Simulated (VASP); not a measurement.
# Bi (Im-3m) in VASP: further runs

The runs below take Bi through single point, with r2SCAN0, r2SCAN0+D4, PBE+D4, PBE+D3(BJ).

Everything below comes from runs of VASP 6.6.1. Logs are shortened: lines on timing, memory, paths and dates and some standing lists are left out, and cuts for length are marked.

## (1) The cell of the first run

It takes space group Im-3m (No. 229, cubic). The conventional cell has a = 3.909 Å, b = 3.909 Å, c = 3.909 Å, α = 90.00°, β = 90.00°, γ = 90.00°. Bi (site symmetry m-3m) has 14 Bi at 3.39 to 3.91 Å within 4.5 Å.

This isn't the form of Bi at room conditions, which is rhombohedral.

## (2) Single point, r2SCAN0

POSCAR reads:

```
Bi
1.0
   -1.9546511608      1.9546511608      1.9546511608
    1.9546511608     -1.9546511608      1.9546511608
    1.9546511608      1.9546511608     -1.9546511608
Bi
1
Direct
    0.0000000000      0.0000000000      0.0000000000
```

INCAR.step1 reads:

```
SYSTEM = Bi
PREC     = Accurate       ! precision mode
ENCUT    = 520            ! plane-wave cutoff, eV
EDIFF    = 1E-5           ! SCF threshold, eV
ISMEAR   = -1             ! smearing method
SIGMA    = 0.05           ! smearing width, eV
LREAL    = .FALSE.        ! projectors in reciprocal space
LASPH    = .TRUE.         ! aspherical terms in the spheres
NELM     = 80             ! most SCF steps
ALGO     = Normal         ! electronic algorithm
ISIF     = 2              ! what is computed and relaxed
LWAVE    = .TRUE.         ! write WAVECAR
NBANDS   = 14             ! bands
GGA      = PE             ! functional
```

INCAR.step2 reads:

```
SYSTEM = Bi
PREC     = Accurate       ! precision mode
ENCUT    = 520            ! plane-wave cutoff, eV
EDIFF    = 1E-6           ! SCF threshold, eV
ISMEAR   = -1             ! smearing method
SIGMA    = 0.05           ! smearing width, eV
LREAL    = .FALSE.        ! projectors in reciprocal space
LASPH    = .TRUE.         ! aspherical terms in the spheres
NELM     = 80             ! most SCF steps
ALGO     = Normal         ! electronic algorithm
ISIF     = 2              ! what is computed and relaxed
LWAVE    = .FALSE.        ! write WAVECAR
LCHARG   = .TRUE.         ! write CHGCAR
METAGGA  = R2SCAN         ! meta-GGA
LHFCALC  = .TRUE.         ! exact exchange
AEXX     = 0.25           ! exact-exchange fraction
LMIXTAU  = .TRUE.       
PRECFOCK = Normal       
LELF     = .TRUE.         ! ELF
LVHAR    = .TRUE.       
NBANDS   = 14             ! bands
ISTART   = 1
```

KPOINTS reads:

```
regular mesh
0
G
  5 5 5
  0 0 0
```

Potentials or basis: VASP PAW PBE potentials, release 64 (Bi_d).

Started as:

```sh
> cat potpaw_PBE.64/Bi_d/POTCAR > POTCAR
> cp INCAR.step1 INCAR
> mpirun -np 1 vasp_std > vasp.out
> cp INCAR.step2 INCAR
> mpirun -np 1 vasp_std > vasp.out
```

OUTCAR:

```text
SYSTEM = Bi
   PREC = Accurate
   ENCUT = 520
   EDIFF = 1E-6
   ISMEAR = -1
   LREAL = .FALSE.
   LASPH = .TRUE.
   NELM = 80
   ISIF = 2
   METAGGA = R2SCAN
   LHFCALC = .TRUE.
   AEXX = 0.25
   PRECFOCK = Normal
   ISTART = 1

 ion  position               nearest neighbor table
   1  0.000  0.000  0.000-

  LATTYP: Found a body centered cubic cell.
 ALAT       =     3.9093023216

  Lattice vectors:

 A1 = (  -1.9546511608,   1.9546511608,   1.9546511608)
 A2 = (   1.9546511608,  -1.9546511608,   1.9546511608)
 A3 = (   1.9546511608,   1.9546511608,  -1.9546511608)

Analysis of symmetry for initial positions (statically):
=====================================================================
 Subroutine PRICEL returns:
 Original cell was already a primitive cell.

 Routine SETGRP: Setting up the symmetry group for a
 body centered cubic supercell.

 Subroutine GETGRP returns: Found 48 space group operations
 (whereof 48 operations were pure point group operations)
 out of a pool of 48 trial point group operations.

The static configuration has the point symmetry O_h .

Analysis of symmetry for dynamics (positions and initial velocities):
=====================================================================
 Subroutine PRICEL returns:
 Original cell was already a primitive cell.

 Routine SETGRP: Setting up the symmetry group for a
 body centered cubic supercell.

 Subroutine GETGRP returns: Found 48 space group operations
 (whereof 48 operations were pure point group operations)
 out of a pool of 48 trial point group operations.

The dynamic configuration has the point symmetry O_h .

 Subroutine INISYM returns: Found 48 space group operations
 (whereof 48 operations are pure point group operations),
 and found     1 'primitive' translations

----------------------------------------------------------------------------------------

                                     Primitive cell

  volume of cell :      29.8722

  direct lattice vectors                    reciprocal lattice vectors
    -1.954651161  1.954651161  1.954651161     0.000000000  0.255800119  0.255800119
     1.954651161 -1.954651161  1.954651161     0.255800119  0.000000000  0.255800119
     1.954651161  1.954651161 -1.954651161     0.255800119  0.255800119  0.000000000

  length of vectors
     3.385555122  3.385555122  3.385555122     0.361755998  0.361755998  0.361755998

  position of ions in fractional coordinates (direct lattice)
     0.000000000  0.000000000  0.000000000

  ion indices of the primitive-cell ions
   primitive index   ion index
                 1           1

----------------------------------------------------------------------------------------

 KPOINTS: regular mesh

Automatic generation of k-mesh.
 Grid dimensions read from file:
 generate k-points for:    5    5    5

 Generating k-lattice:

  Cartesian coordinates                     Fractional coordinates (reciprocal lattice)
     0.000000000  0.051160024  0.051160024     0.200000000  0.000000000  0.000000000
     0.051160024  0.000000000  0.051160024     0.000000000  0.200000000  0.000000000
     0.051160024  0.051160024  0.000000000     0.000000000  0.000000000  0.200000000

  Length of vectors
     0.072351200  0.072351200  0.072351200

  Shift w.r.t. Gamma in fractional coordinates (k-lattice)
     0.000000000  0.000000000  0.000000000

 Subroutine IBZKPT returns following result:
 ===========================================

 Found     10 irreducible k-points:

 Following reciprocal coordinates:
            Coordinates               Weight
  0.000000  0.000000  0.000000      1.000000
  0.200000  0.000000  0.000000     12.000000
  0.400000  0.000000  0.000000     12.000000
  0.200000  0.200000  0.000000     24.000000
  0.400000  0.200000  0.000000     24.000000
  0.200000  0.200000  0.200000      8.000000
 -0.200000  0.200000  0.200000      6.000000
 -0.400000  0.400000  0.200000     24.000000
 -0.400000 -0.400000  0.200000      8.000000
 -0.400000  0.400000  0.400000      6.000000
   k-points           NKPTS =     10   k-points in BZ     NKDIM =    125   number of bands    NBANDS=     14
   number of dos      NEDOS =    301   number of ions     NIONS =      1
   total plane-waves  NPLWV =  21952
   dimension x,y,z NGX =    28 NGY =   28 NGZ =   28
   dimension x,y,z NGXF=    56 NGYF=   56 NGZF=   56
   ions per type =               1
   NGX,Y,Z   is equivalent  to a cutoff of  13.75, 13.75, 13.75 a.u.
   NGXF,Y,Z  is equivalent  to a cutoff of  27.50, 27.50, 27.50 a.u.
 SYSTEM =  Bi
   PREC   = accura    normal or accurate (medium, high low for compatibility)
   ISTART =      1    job   : 0-new  1-cont  2-samecut
   ICHARG =      0    charge: 1-file 2-atom 10-const
   ISPIN  =      1    spin polarized calculation?
   LNONCOLLINEAR =      F non collinear calculations
   LSORBIT =      F    spin-orbit coupling
   LASPH  =      T    aspherical Exc in radial PAW
   ENCUT  =  520.0 eV  38.22 Ry    6.18 a.u.   6.29  6.29  6.29*2*pi/ulx,y,z
   NELM   =     80;   NELMIN=  2; NELMDL=  0     # of ELM steps
   EDIFF  = 0.1E-05   stopping-criterion for ELM
   LREAL  =      F    real-space projection
   EDIFFG = 0.1E-04   stopping-criterion for IOM
   NSW    =      0    number of steps for IOM
   IBRION =     -1    ionic relax: 0-MD 1-quasi-New 2-CG
   NFREE  =      0    steps in history (QN), initial steepest desc. (CG)
   ISIF   =      2    stress and relaxation
   ISYM   =      3    0-nonsym 1-usesym 2-fastsym
   POTIM  = 0.5000    time-step for ionic-motion
   TEBEG  =    0.0;   TEEND  =   0.0 temperature during run
   PSTRESS=    0.0 pullay stress
   NELECT =      15.0000    total number of electrons
   NUPDOWN=      -1.0000    fix difference up-down
   EMIN   =  10.00;   EMAX   =-10.00  energy-range for DOS
   EFERMI =   0.00;   METHOD = LEGACY
   ISMEAR =    -1;   SIGMA  =   0.05  broadening in eV -4-tet -1-fermi 0-gaus
   EFERMI_NEDOS =   21; number of points for ismear=-14 and -15
   IALGO  =     38    algorithm
   IMIX   =      1    mixing-type and parameters
     AMIX     =   0.40;   BMIX     =  1.00
     AMIX_MAG =   1.60;   BMIX_MAG =  1.00
  volume/ion in A,a.u.               =      29.87       201.59
  Fermi-wavevector in a.u.,A,eV,Ry     =   1.301216  2.458941 23.036875  1.693163
  Thomas-Fermi vector in A             =   2.432364
   LORBIT       =      0    0 simple, 1 ext, 2 COOP (PROOUT), +10 PAW based schemes
   METAGGA = R2SCAN    functional components
   LHFCALC =     T    Hartree Fock is set to
   PRECFOCK=normal    Normal, Fast or Accurate (Low or Medium for compatibility)
   ENCUT4O =  -1.0   cutoff for four orbital integrals eV
   NKREDX  =     1    reduce k-point grid by
   NKREDY  =     1    reduce k-point grid by
   NKREDZ  =     1    reduce k-point grid by
   AEXX    =    0.2500 exact exchange contribution
   HFSCREEN=    0.0000 screening length (either q_TF or 0.3 A-1)
   HFSCREENC=   0.0000 screening length for correlation (either q_TF or 0.3 A-1)
   ENCUTFOCK=  -1.0 apply spherical cutoff to Coloumb kernel
   IVDW    =     0    specifies the selected vdW correction
   LEPSILON=     F    determine dielectric tensor
   LRPA    =     F    only Hartree local field effects (RPA)
 non-spin polarized calculation
  energy-cutoff  :      520.00
  volume of cell :       29.87
 maximum number of plane-waves:       811
 NGX is ok and might be reduce to    28
  NGX = 20; NGY = 20; NGZ = 20

 number of electron      15.0000001 magnetization

 Free energy of the ion-electron system (eV)
  ---------------------------------------------------
  ext. energy  EPLUGINS =         0.00000000
  ---------------------------------------------------
  free energy    TOTEN  =       -46.11799812 eV

  energy without entropy =      -46.11158234  energy(sigma->0) =      -46.11479023

 E-fermi :   8.2984     XC(G=0):  -8.8058

 val. band max:        8.1908380767   @ k =  -0.4000   0.4000   0.2000
 cond. band min:       9.0045381983   @ k =   0.2000   0.2000   0.0000
 fundamental gap:      0.8137001215
 Fermi energy:         8.2984257876

 k-point     1 :       0.0000    0.0000    0.0000
  band No.  band energies     occupation
      1     -17.8537      2.00000
      2     -17.8537      2.00000
      3     -17.8537      2.00000
      4     -17.6836      2.00000
      5     -17.6836      2.00000
      6      -7.8724      2.00000
      7      14.9403      0.00000
      8      14.9403      0.00000
      9      14.9403      0.00000
     10      19.9406      0.00000
     11      20.5462      0.00000
     12      20.5462      0.00000
     13      20.5462      0.00000
     14      21.7242      0.00000

 k-point     2 :       0.2000    0.0000    0.0000
  band No.  band energies     occupation
      1     -17.8722      2.00000
      2     -17.8283      2.00000
      3     -17.7608      2.00000
      4     -17.7025      2.00000
      5     -17.6889      2.00000
      6      -6.9940      2.00000
      7       9.5662      0.00000
      8      12.8901      0.00000
      9      14.2147      0.00000
     10      17.5152      0.00000
     11      18.5306      0.00000
     12      20.3984      0.00000
     13      22.1704      0.00000
     14      24.6830      0.00000

 k-point     3 :       0.4000    0.0000    0.0000
  band No.  band energies     occupation
      1     -17.9027      2.00000
      2     -17.8247      2.00000
      3     -17.7003      2.00000
      4     -17.6973      2.00000
      5     -17.6053      2.00000
      6      -4.6778      2.00000
      7       2.9164      2.00000
      8      10.7239      0.00000
      9      13.1059      0.00000
     10      15.9182      0.00000
     11      17.2808      0.00000
     12      22.2429      0.00000
     13      23.6652      0.00000
     14      28.0246      0.00000
[... 86 lines left out ...]
 k-point     9 :      -0.4000   -0.4000    0.2000
  band No.  band energies     occupation
      1     -17.8040      2.00000
      2     -17.8040      2.00000
      3     -17.7706      2.00000
      4     -17.6267      2.00000
      5     -17.6267      2.00000
      6      -2.6229      2.00000
      7       4.2601      2.00000
      8       4.2601      2.00000
      9      10.7882      0.00000
     10      16.3765      0.00000
     11      16.3765      0.00000
     12      19.6961      0.00000
     13      26.2987      0.00000
     14      27.4053      0.00000

 k-point    10 :      -0.4000    0.4000    0.4000
  band No.  band energies     occupation
      1     -17.8532      2.00000
      2     -17.8369      2.00000
      3     -17.6356      2.00000
      4     -17.6356      2.00000
      5     -17.6290      2.00000
      6      -2.0197      2.00000
      7       5.4142      2.00000
      8       6.0846      2.00000
      9       6.0846      2.00000
     10      13.1638      0.00000
     11      15.1190      0.00000
     12      25.0551      0.00000
     13      26.4585      0.00000
     14      26.4585      0.00000

------------------------ aborting loop because EDIFF is reached ----------------------------------------

  FORCE on cell =-STRESS in cart. coord.  units (eV):
  Direction    XX          YY          ZZ          XY          YZ          ZX
  --------------------------------------------------------------------------------------
  -------------------------------------------------------------------------------------
  Total       -0.0385000     -0.0385000     -0.0385000     -0.0000000      0.0000000     -0.0000000
  in kB       -2.0649241     -2.0649241     -2.0649241     -0.0000000      0.0000000     -0.0000000
  external PRESSURE =      -2.0649241 kB  Pullay stress =       0.0000000 kB

 VOLUME and BASIS-vectors are now :
 -----------------------------------------------------------------------------
  energy-cutoff  :      520.00
  volume of cell :       29.87
      direct lattice vectors                 reciprocal lattice vectors
    -1.954651161  1.954651161  1.954651161     0.000000000  0.255800119  0.255800119
     1.954651161 -1.954651161  1.954651161     0.255800119  0.000000000  0.255800119
     1.954651161  1.954651161 -1.954651161     0.255800119  0.255800119  0.000000000

 POSITION                                       TOTAL-FORCE (eV/Angst)
 -----------------------------------------------------------------------------------
      0.00000      0.00000      0.00000        -0.000000      0.000000     -0.000000
 -----------------------------------------------------------------------------------
    total drift:                               -0.000000     -0.000000     -0.000000

  FREE ENERGIE OF THE ION-ELECTRON SYSTEM (eV)
  ---------------------------------------------------
  free  energy   TOTEN  =       -46.1179981246 eV

  energy  without entropy=      -46.1115823353  energy(sigma->0) =      -46.11479023
```

It took 20 min on 1 thread of Intel Xeon 8259CL, shared host; peak memory 0.17 GiB.

Results:

```yaml
Free_energy: -46.1180 eV
Pressure: -0.2 GPa
Band_gap_on_the_k_mesh: zero (an odd number of electrons rules out a gap without spin polarisation)
```

Caveat: the k points lie up to 0.45 Å⁻¹ apart, too coarse for converged energies and pressures of a metal; the PAW data sets were made with another functional, which shifts forces and pressure a little; spin-orbit coupling is left out, which moves the levels of the heavy elements.

## (3) Single point, r2SCAN0

This run uses another cell than the first one, of 30.49 Å³/atom.

POSCAR reads:

```
Bi
1.0
   -1.9681319396      1.9681319396      1.9681319396
    1.9681319396     -1.9681319396      1.9681319396
    1.9681319396      1.9681319396     -1.9681319396
Bi
1
Direct
    0.0000000000      0.0000000000      0.0000000000
```

INCAR.step1 reads:

```
SYSTEM = Bi
ALGO     = Normal         ! electronic algorithm
EDIFF    = 1E-5           ! SCF threshold, eV
ENCUT    = 520            ! plane-wave cutoff, eV
GGA      = PE             ! functional
ISIF     = 2              ! what is computed and relaxed
ISMEAR   = -1             ! smearing method
LASPH    = .TRUE.         ! aspherical terms in the spheres
LCHARG   = .FALSE.        ! write CHGCAR
LREAL    = .FALSE.        ! projectors in reciprocal space
LWAVE    = .TRUE.         ! write WAVECAR
NBANDS   = 14             ! bands
NELM     = 80             ! most SCF steps
PREC     = Accurate       ! precision mode
SIGMA    = 0.05           ! smearing width, eV
```

INCAR.step2 reads:

```
SYSTEM = Bi
AEXX     = 0.25           ! exact-exchange fraction
ALGO     = Normal         ! electronic algorithm
EDIFF    = 1E-6           ! SCF threshold, eV
ENCUT    = 520            ! plane-wave cutoff, eV
ISIF     = 2              ! what is computed and relaxed
ISMEAR   = -1             ! smearing method
ISTART   = 1            
LASPH    = .TRUE.         ! aspherical terms in the spheres
LCHARG   = .FALSE.        ! write CHGCAR
LHFCALC  = .TRUE.         ! exact exchange
LMIXTAU  = .TRUE.       
LREAL    = .FALSE.        ! projectors in reciprocal space
LWAVE    = .FALSE.        ! write WAVECAR
METAGGA  = R2SCAN         ! meta-GGA
NBANDS   = 14             ! bands
NELM     = 80             ! most SCF steps
PREC     = Accurate       ! precision mode
PRECFOCK = Normal       
SIGMA    = 0.05           ! smearing width, eV
```

KPOINTS reads:

```
k-points
0
G
  5 5 5
  0 0 0
```

Potentials or basis: VASP PAW PBE potentials, release 64 (Bi_d).

Started as:

```sh
> cat potpaw_PBE.64/Bi_d/POTCAR > POTCAR
> cp INCAR.step1 INCAR
> mpirun -np 1 vasp_std > vasp.out
> cp INCAR.step2 INCAR
> mpirun -np 1 vasp_std > vasp.out
```

It took 20 min on 1 thread of Intel Xeon 8259CL, shared host; peak memory 0.17 GiB.

The run converged. Its results:

| Item | Value |
| --- | --- |
| Free energy | -46.1152 eV |
| Pressure | -1.5 GPa |
| Band gap on the k mesh | zero (an odd number of electrons rules out a gap without spin polarisation) |

Levels at points of the mesh, in eV from the Fermi level:
| k point | band 5 | band 6 | band 7 | band 8 | band 9 | band 10 |
| --- | --- | --- | --- | --- | --- | --- |
| (0.00, 0.00, 0.00) | -25.97 | -16.00 | 6.47 | 6.47 | 6.47 | 11.34 |

Caveat: the k points lie up to 0.45 Å⁻¹ apart, too coarse for converged energies and pressures of a metal; the PAW data sets were made with another functional, which shifts forces and pressure a little; spin-orbit coupling is left out, which moves the levels of the heavy elements.

## (4) Single point, r2SCAN0+D4

This run uses another cell than the first one, of 31.12 Å³/atom.

POSCAR reads:

```
Bi
1.0
   -1.9814305318      1.9814305318      1.9814305318
    1.9814305318     -1.9814305318      1.9814305318
    1.9814305318      1.9814305318     -1.9814305318
Bi
1
Direct
    0.0000000000      0.0000000000      0.0000000000
```

INCAR.step1 reads:

```
SYSTEM = Bi
  PREC = Accurate
  ENCUT = 440
  EDIFF = 1E-5
  ISMEAR = -1
  SIGMA = 0.01
  LREAL = .FALSE.
  LASPH = .TRUE.
  NELM = 120
  ALGO = Normal
  ISIF = 2
  LWAVE = .TRUE.
  LCHARG = .FALSE.
  NBANDS = 14
  GGA = PE
  GGA_COMPAT = .FALSE.
```

INCAR.step2 reads:

```
SYSTEM = Bi
  PREC = Accurate
  ENCUT = 440
  EDIFF = 1E-6
  ISMEAR = -1
  SIGMA = 0.01
  LREAL = .FALSE.
  LASPH = .TRUE.
  NELM = 120
  ALGO = Normal
  ISIF = 2
  LWAVE = .FALSE.
  LCHARG = .FALSE.
  METAGGA = R2SCAN
  LHFCALC = .TRUE.
  AEXX = 0.25
  LMIXTAU = .TRUE.
  PRECFOCK = Normal
  IVDW = 13
  VDW_S6 = 1.0
  VDW_S8 = 0.8992
  VDW_A1 = 0.4778
  VDW_A2 = 5.8779
  NBANDS = 14
  ISTART = 1
  GGA_COMPAT = .FALSE.
```

KPOINTS reads:

```
Automatic mesh
0
G
  7 7 7
  0 0 0
```

Started as:

```sh
> cat potpaw_PBE.64/Bi_d/POTCAR > POTCAR
> cp INCAR.step1 INCAR
> mpirun -np 1 vasp_std > vasp.out
> cp INCAR.step2 INCAR
> mpirun -np 1 vasp_std > vasp.out
```

It took 15 min on 1 thread of Intel Xeon 6975P-C (Granite Rapids), shared host; peak memory 0.16 GiB.

The run converged. Its results:

* Free energy: -46.3433 eV
* Pressure: -1.5 GPa
* Band gap on the k mesh: zero (an odd number of electrons rules out a gap without spin polarisation)
* Dispersion energy per atom: -0.232 eV

Levels at points of the mesh, in eV from the Fermi level:
```csv
k point,band 5,band 6,band 7,band 8,band 9,band 10
"(0.00, 0.00, 0.00)",-25.89,-15.81,6.31,6.31,6.31,10.98
```

Caveat: the PAW data sets were made with another functional, which shifts forces and pressure a little; spin-orbit coupling is left out, which moves the levels of the heavy elements.

(Part 1 of 2 ends here.)
